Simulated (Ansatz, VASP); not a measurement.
## HfB2: VASP beside Ansatz

```xyz
3
Lattice="3.1359 0.0000 0.0000 -1.5679 2.7158 0.0000 0.0000 0.0000 3.4807" Properties=species:S:1:pos:R:3 pbc="T T T"
Hf    0.0000    0.0000    0.0000
B     0.0000    1.8105    1.7404
B     1.5679    0.9053    1.7404
```

Alike in both runs: task electric field gradients; functional r2SCAN; k mesh 14 × 14 × 12; occupations gaussian, width 0.05 eV; no spin polarisation.

```csv
,VASP,Ansatz
version,VASP 6.6.1,Ansatz 0.2.0
potentials or method,"VASP PAW PBE potentials, release 64 (Hf_pv, B), cutoff 520 eV","scalar-relativistic, plane waves, PAW"
valence electrons in the cell,16,32
```

Ansatz gave:

| Item | Value |
| --- | --- |
| gap on the k mesh at the Fermi level (eV) | none |
| pressure (GPa) | 0.0 |
| traceless stress, the component that is largest in VASP (GPa) | -0.05 |
| size of Vzz on the site where it differs most (V/Å²) | 106.7 |

Q: Which values does VASP return?

A: gap on the k mesh at the Fermi level (eV): none; pressure (GPa): -0.6; traceless stress, the component that is largest in VASP (GPa): 0.03; size of Vzz on the site where it differs most (V/Å²): 76.1.

VASP's potentials were made for PBE, not for r2SCAN. A gap of «none» marks a metal or a gap that the smearing closes. The functional is the same, so the differences come from potentials, cutoffs and numerics. VASP's potentials hold 16 valence electrons a cell and Ansatz's 32, so a difference there can come from the potentials and not from the codes.

Spin-orbit coupling is off throughout.
